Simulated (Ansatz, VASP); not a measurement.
# One calculation of NaCl, two programs

```
Na Cl
1.0
     0.00000    3.04396    3.04396
     3.04396    0.00000    3.04396
     3.04396    3.04396    0.00000
Na Cl
1 1
Direct
  0.00000 0.00000 0.00000
  0.50000 0.50000 0.50000
```

Alike in both runs: task single point; functional PBE; k mesh 6 × 6 × 6; occupations gaussian, width 0.02 eV; no spin polarisation.

|  | VASP | Ansatz |
| --- | --- | --- |
| version | VASP 6.6.1 | Ansatz 0.2.0 |
| potentials or method | VASP PAW PBE potentials, release 64 (Na_pv, Cl), cutoff 520 eV | scalar-relativistic, plane waves, PAW |
| valence electrons in the cell | 14 | 16 |

```csv
,VASP,Ansatz,Ansatz less VASP
gap on the k mesh at the Fermi level (eV),4.35,4.35,0.000
least direct gap on the mesh (eV),4.35,4.35,0.000
pressure (GPa),-3.0,-3.0,+0.04
```

VASP's potentials hold 14 valence electrons a cell and Ansatz's 16, so a difference there can come from the potentials and not from the codes.
